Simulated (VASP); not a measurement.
Write the native input for VASP 6.6.1 that does the following.

| Item | Value |
| --- | --- |
| Task | single point |
| Functional | LDA |
| Potentials or basis | VASP PAW LDA potentials, release 64 (Mn_pv, Si) |
| Cutoff | 520 eV |
| k mesh | 10 × 10 × 10 |
| Occupations | fermi-dirac, width 0.05 eV |
| Spin | collinear spin, ferromagnetic start |
| Starting moments | [4.0, 4.0, 4.0, 0.0] μB |
| Dipole correction | no |
| Further INCAR settings | ALGO = Normal; EDIFF = 1e-07; NBANDS = 34 |

The structure of Mn3Si lies in POSCAR:

```
Mn3Si
1.0
    0.0000000000      2.5877864294      2.5877864294
    2.5877864294      0.0000000000      2.5877864294
    2.5877864294      2.5877864294      0.0000000000
Mn Si
3 1
Direct
    0.5000000000      0.5000000000      0.5000000000
    0.2500000000      0.2500000000      0.2500000000
    0.7500000000      0.7500000000      0.7500000000
    0.0000000000      0.0000000000      0.0000000000
```

One way to write it, as run:

INCAR

```
PREC     = Accurate       # precision mode
ENCUT    = 520            # plane-wave cutoff, eV
EDIFF    = 1E-7           # SCF threshold, eV
ISMEAR   = -1             # smearing method
SIGMA    = 0.05           # smearing width, eV
LREAL    = F              # projectors in reciprocal space
LASPH    = T              # aspherical terms in the spheres
NELM     = 150            # most SCF steps
ALGO     = Normal         # electronic algorithm
ISIF     = 2              # what is computed and relaxed
LWAVE    = F              # write WAVECAR
LCHARG   = F              # write CHGCAR
ISPIN    = 2              # spin polarisation
MAGMOM   = 4 4 4 0        # initial moments
LORBIT   = 11             # projections on sites
LMAXMIX  = 4              # l up to which the mixer works
NBANDS   = 34             # bands
```

KPOINTS

```
Automatic mesh
0
Gamma
  10 10 10
```

Potentials or basis: VASP PAW LDA potentials, release 64 (Mn_pv, Si).

Launch:

```bash
$ cat potpaw_LDA.64/Mn_pv/POTCAR potpaw_LDA.64/Si/POTCAR > POTCAR
$ mpirun -np 1 vasp_std > vasp.out
```

It gave:

- Pressure: 72.7 GPa
- Net moment: 0.23 μB per cell
- Site moments: Mn +0.19, +0.01 (each value once); Si +0.00 μB
- Valence electrons inside the program's atomic spheres: Mn 12.47, 12.63 (each value once); Si 1.86

Caveat: the cell stands under pressure.

Wall time 73 s on 1 thread of Intel(R) Xeon(R) 6975P-C (Granite Rapids), with other jobs on the host, peak memory 0.2 GiB.
